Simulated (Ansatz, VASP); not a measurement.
# MnSb: VASP beside Ansatz

```
Mn Sb
1.0
     3.93116    0.00000    0.00000
    -1.96558    3.40449    0.00000
     0.00000    0.00000    5.47521
Mn Sb
2 2
Cartesian
  0.0000 0.0000 0.0000
  0.0000 0.0000 2.7376
  0.0000 2.2697 1.3688
  1.9656 1.1348 4.1064
```

Change from the starting cell: volume scaled by 0.85, no spin polarisation, PAW files.

Alike in both runs: task single point; functional PBEsol; k mesh 9 × 9 × 6; occupations fermi-dirac, width 0.1 eV; no spin polarisation.

|  | VASP | Ansatz |
| --- | --- | --- |
| version | VASP 6.6.1 | Ansatz 0.2.0 |
| potentials or method | VASP PAW PBE potentials, release 64 (Mn_pv, Sb) | PAW with Ansatz's default frozen-core files, scalar-relativistic |
| plane-wave cutoff (eV) | 520 | 420 |
| valence electrons in the cell | 36 | 60 |

```tsv
	VASP	Ansatz	Ansatz less VASP
pressure (GPa)	-9.0	-9.0	-0.05
traceless stress, the component that is largest in VASP (GPa)	-6.04	-6.20	-0.162
```

VASP's potentials were made for PBE, not for PBEsol. VASP's potentials hold 36 valence electrons a cell and Ansatz's 60, so a difference there can come from the potentials and not from the codes.

Neither program's run includes spin-orbit coupling.
